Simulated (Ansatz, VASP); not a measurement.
**Ag: VASP beside Ansatz**

File INCAR:

```
  PREC = Accurate
  ENCUT = 520
  EDIFF = 1E-7
  ISMEAR = 0
  SIGMA = 0.15
  LREAL = False
  LASPH = True
  NELM = 60
  ALGO = Fast
  ISIF = 2
  LWAVE = False
  LCHARG = False
  GGA = PS
  NBANDS = 12
```

Contents of KPOINTS:

```
regular mesh
0
Gamma
  22 22 22
```

File POSCAR:

```
Ag
1.0
   -1.4750942820      1.4750942820      2.0857833148
    1.4750942820     -1.4750942820      2.0857833148
    1.4750942820      1.4750942820     -2.0857833148
Ag
1
Direct
    0.0000000000      0.0000000000      0.0000000000
```

Input for Ansatz:

```yaml
crystal:
  lattice:
    - [-1.475094282, 1.475094282, 2.0857833148]
    - [1.475094282, -1.475094282, 2.0857833148]
    - [1.475094282, 1.475094282, -2.0857833148]
  atoms:
    - { symbol: Ag, position: [0.0, 0.0, 0.0] }
basis:
  ecutwfc: 420
kpoints:
  mp_grid: { grid: [22, 22, 22] }
hamiltonian:
  xc: pbesol
scf:
  occupations: { method: gaussian, width: 0.15 }
output:
  forces: true
  stress: true
  eigenvalues: true
  write_density: true
  write_potential: true
  elf: true
  volumetric_format: npy
```

Alike in both runs: task single point; functional PBEsol; k mesh 22 × 22 × 22; occupations gaussian, width 0.15 eV; no spin polarisation.

|  | VASP | Ansatz |
| --- | --- | --- |
| version | VASP 6.6.1 | Ansatz 0.2.0 |
| potentials or method | VASP PAW PBE potentials, release 64 (Ag), cutoff 520 eV | scalar-relativistic, plane waves, PAW |
| valence electrons in the cell | 11 | 19 |

```csv
,VASP,Ansatz,Ansatz less VASP
gap on the k mesh at the Fermi level (eV),none,none,-
pressure (GPa),-8.1,-8.0,+0.10
```

VASP's potentials were made for PBE, not for PBEsol. A gap of «none» marks a metal or a gap that the smearing closes. VASP's potentials hold 11 valence electrons a cell and Ansatz's 19, so a difference there can come from the potentials and not from the codes.
